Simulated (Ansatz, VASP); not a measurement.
**SiC: VASP beside Ansatz**

```
CELL_PARAMETERS angstrom
-1.54769 1.54777 2.18910
1.54769 -1.54777 2.18910
1.54769 1.54777 -2.18910
ATOMIC_POSITIONS crystal
Si 0.37500 0.87500 0.50000
C 0.12500 0.12500 0.00000
```

Alike in both runs: functional PBE; k mesh 8 × 8 × 8; occupations gaussian, width 0.1 eV; no spin polarisation.

Ansatz relaxed the structure, and its values are those at the end. VASP's run is a single point on that final structure, the one shown.

|  | VASP | Ansatz |
| --- | --- | --- |
| version | VASP 6.6.1 | Ansatz 0.2.0 |
| potentials or method | VASP PAW PBE potentials, release 64 (Si, C), cutoff 520 eV | scalar-relativistic, plane waves, PAW |
| valence electrons in the cell | 8 | 8 |

VASP gave:

| Item | Value |
| --- | --- |
| gap on the k mesh at the Fermi level (eV) | 1.37 |
| least direct gap on the mesh (eV) | 4.53 |
| pressure (GPa) | 0.2 |

**Question.** Estimate Ansatz's values.

**Answer.** gap on the k mesh at the Fermi level (eV): 1.37; least direct gap on the mesh (eV): 4.53; pressure (GPa): 0.3.
